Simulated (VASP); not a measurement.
**TaN: single point with PBEsol**

TaN:

```
Ta N
1.0
     0.00000    2.14955    2.14955
     2.14955    0.00000    2.14955
     2.14955    2.14955    0.00000
Ta N
1 1
Direct
  0.50000 0.50000 0.50000
  0.00000 0.00000 0.00000
```

This cell differs from its parent crystal: volume scaled by 0.96.

- Program: VASP 6.6.1
- Task: single point
- Functional: PBEsol
- Potentials or basis: VASP PAW PBE potentials, release 64 (Ta_pv, N)
- Cutoff: 520 eV
- k mesh: 9 × 9 × 9
- Occupations: fermi-dirac, width 0.02 eV
- Spin: no spin polarisation
- Dipole correction: no
- Further INCAR settings: ALGO = Normal; EDIFF = 1e-07; NBANDS = 15

| Item | Value |
| --- | --- |
| Pressure | 22.5 GPa |
| Band gap on the k mesh | zero (band 8 reaches 11.88 eV, above the bottom of band 9 at 7.83 eV) |

Levels at points of the mesh, in eV from the Fermi level:
```csv
k point,band 4,band 5,band 6,band 7,band 8,band 9,band 10,band 11,band 12,band 13
"(0.00, 0.00, 0.00)",-19.26,-3.87,-3.87,-3.87,-2.21,-2.21,-2.21,0.15,0.15,2.27
```

Run time: 7.8 s on 1 thread of Intel Xeon 6975P-C, with other jobs on the host, peak memory 0.14 GiB.

Caveat: the PAW data sets were made with another functional, which shifts forces and pressure a little; spin-orbit coupling is left out, which moves the levels of the heavy elements.
